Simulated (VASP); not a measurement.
Wanted: the native input for a VASP 6.6.1 run.

```
Task                   : single point
Functional             : r2SCAN
Potentials or basis    : VASP PAW PBE potentials, release 64 (Pb_d, Te)
Cutoff                 : 520 eV
k mesh                 : 8 × 8 × 8
Occupations            : gaussian, width 0.01 eV
Spin                   : no spin polarisation
Dipole correction      : no
Further INCAR settings : ALGO = Normal; EDIFF = 1e-06; NBANDS = 17
```

Crystal: TePb.

```
Pb Te
1.0
     0.00000    3.31685    3.31685
     3.31685    0.00000    3.31685
     3.31685    3.31685    0.00000
Pb Te
1 1
Direct
  0.00000 0.00000 0.00000
  0.50000 0.50000 0.50000
```

This cell differs from its parent crystal: strain +1.5%.

The input as run:

POSCAR

```
TePb
1.0
    0.0000000000      3.3168548626      3.3168548626
    3.3168548626      0.0000000000      3.3168548626
    3.3168548626      3.3168548626      0.0000000000
Pb Te
1 1
Direct
    0.0000000000      0.0000000000      0.0000000000
    0.5000000000      0.5000000000      0.5000000000
```

INCAR.step1

```
SYSTEM = TePb
  PREC = Accurate
  ENCUT = 520
  ISMEAR = 0
  SIGMA = 0.01
  LREAL = .FALSE.
  LASPH = .TRUE.
  NELM = 100
  NBANDS = 17
  GGA = PE
  ALGO = Normal
  EDIFF = 1E-4
  LWAVE = .TRUE.
  LCHARG = .FALSE.
```

INCAR.step2

```
SYSTEM = TePb
  PREC = Accurate
  ENCUT = 520
  EDIFF = 1E-6
  ISMEAR = 0
  SIGMA = 0.01
  LREAL = .FALSE.
  LASPH = .TRUE.
  NELM = 100
  ALGO = Normal
  ISIF = 2
  LWAVE = .FALSE.
  LCHARG = .FALSE.
  METAGGA = R2SCAN
  LMIXTAU = .TRUE.
  NBANDS = 17
  ISTART = 1
```

KPOINTS

```
Automatic mesh
0
G
  8 8 8
  0 0 0
```

Potentials or basis: VASP PAW PBE potentials, release 64 (Pb_d, Te).

The run is started by

```console
$ cat potpaw_PBE.64/Pb_d/POTCAR potpaw_PBE.64/Te/POTCAR > POTCAR
$ cp INCAR.step1 INCAR
$ mpirun -np 1 vasp_std > vasp.out
$ cp INCAR.step2 INCAR
$ mpirun -np 1 vasp_std > vasp.out
```

It gave:

```yaml
Pressure: -1.7 GPa
Band_gap_on_the_k_mesh: 1.18 eV, direct
```

Caveat: the cell differs from its parent crystal (strain +1.5%); the PAW data sets were made with another functional, which shifts forces and pressure a little; spin-orbit coupling is left out, which moves the levels of the heavy elements.

Wall time 55 s on 1 thread of Intel(R) Xeon(R) 6975P-C (Granite Rapids), with other jobs on the host, peak memory 0.23 GiB.
